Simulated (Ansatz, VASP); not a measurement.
# NaF: VASP beside Ansatz

Contents of INCAR:

```
PREC = Accurate ; ENCUT = 520
EDIFF = 1E-6 ; ISMEAR = -1
SIGMA = 0.02 ; LREAL = False
LASPH = True ; NELM = 60
ALGO = Normal ; ISIF = 2
LWAVE = False ; LCHARG = False
NBANDS = 14
```

KPOINTS

```
Automatic mesh
0
Gamma
  10 10 10
```

POSCAR

```
NaF
1.0
   -0.0464660000      2.3000670000      2.3000670000
    2.3000670000     -0.0464660000      2.3000670000
    2.3000670000      2.3000670000     -0.0464660000
Na F
1 1
Direct
    0.0000000000      0.0000000000      0.0000000000
    0.5000000000      0.5000000000      0.5000000000
```

Input for Ansatz:

```yaml
crystal:
  lattice:
    - [-0.046466, 2.300067, 2.300067]
    - [2.300067, -0.046466, 2.300067]
    - [2.300067, 2.300067, -0.046466]
  atoms:
    - { symbol: Na, position: [0.0, 0.0, 0.0] }
    - { symbol: F, position: [0.5, 0.5, 0.5] }
kpoints:
  mp_grid: { grid: [10, 10, 10] }
  band_path:
    path:
      - [0.0, 0.0, 0.0]
      - [0.5, 0.5, 0.5]
      - [0.2551801333, 0.5, 0.7448198667]
      - [-0.2551801333, 0.2551801333, 0.5]
      - [0.0, 0.0, 0.5]
      - [0.0, 0.0, 0.0]
      - [-0.3775900666, 0.0, 0.3775900666]
      - [0.0, 0.3775900666, 0.6224099334]
      - [0.0, 0.5, 0.5]
    npoints: 5
scf:
  occupations: { method: fermi_dirac, width: 0.02 }
hamiltonian:
  xc: lda
  pseudopotentials: { kind: all_electron, lapw: { basis_error: 0.0005 } }
output:
  forces: true
  stress: true
  eigenvalues: true
```

Change from the starting cell: equal xy, yz and zx shear strains of -2 %.

Alike in both runs: task single point; functional LDA; k mesh 10 × 10 × 10; occupations fermi-dirac, width 0.02 eV; no spin polarisation.

```csv
,VASP,Ansatz
version,VASP 6.6.1,Ansatz 0.2.0
potentials or method,"VASP PAW LDA potentials, release 64 (Na_pv, F), cutoff 520 eV","all-electron LAPW, scalar-relativistic"
```

Ansatz gave:

```
gap on the k mesh at the Fermi level (eV)                     : 5.87
pressure (GPa)                                                : -4.6
traceless stress, the component that is largest in VASP (GPa) : 0.54
```

Task: What did VASP give for the same quantities?

Result: gap on the k mesh at the Fermi level (eV): 5.86; pressure (GPa): -4.7; traceless stress, the component that is largest in VASP (GPa): 0.54.

LDA's correlation is that of Perdew and Zunger in VASP and of Perdew and Wang (1992) in Ansatz. Ansatz ran all-electron here, and VASP with PAW potentials.
